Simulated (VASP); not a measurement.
A run of VASP 6.6.1:

File INCAR:

```
ALGO = Normal ; EDIFF = 1E-6
ENCUT = 520 ; GGA = RE
ISIF = 2 ; ISMEAR = 0
IVDW = 13 ; LASPH = True
LCHARG = True ; LELF = True
LREAL = False ; LVHAR = True
LWAVE = False ; NBANDS = 16
NELM = 60 ; PREC = Accurate
SIGMA = 0.05
```

The input KPOINTS:

```
k-points
0
Gamma
  8 8 8
```

File POSCAR:

```
ZnSe
1.0
    0.0000000000      2.8589452321      2.8589452321
    2.8589452321      0.0000000000      2.8589452321
    2.8589452321      2.8589452321      0.0000000000
Zn Se
1 1
Direct
    0.0000000000      0.0000000000      0.0000000000
    0.7500000000      0.7500000000      0.7500000000
```

Potentials or basis: VASP PAW PBE potentials, release 64 (Zn, Se).

Run with:

```sh
$ cat potpaw_PBE.64/Zn/POTCAR potpaw_PBE.64/Se/POTCAR > POTCAR
$ mpirun -np 1 vasp_std > vasp.out
```

Hardware: 1 thread of Intel(R) Xeon(R) Platinum 8488C (Sapphire Rapids), on a shared host.

Task: How long does it take, and how much memory?

Result: Wall time 23 s on 1 thread of Intel(R) Xeon(R) Platinum 8488C (Sapphire Rapids), on a shared host, peak memory 0.17 GiB. Counts: scf iterations 13, k points 29.
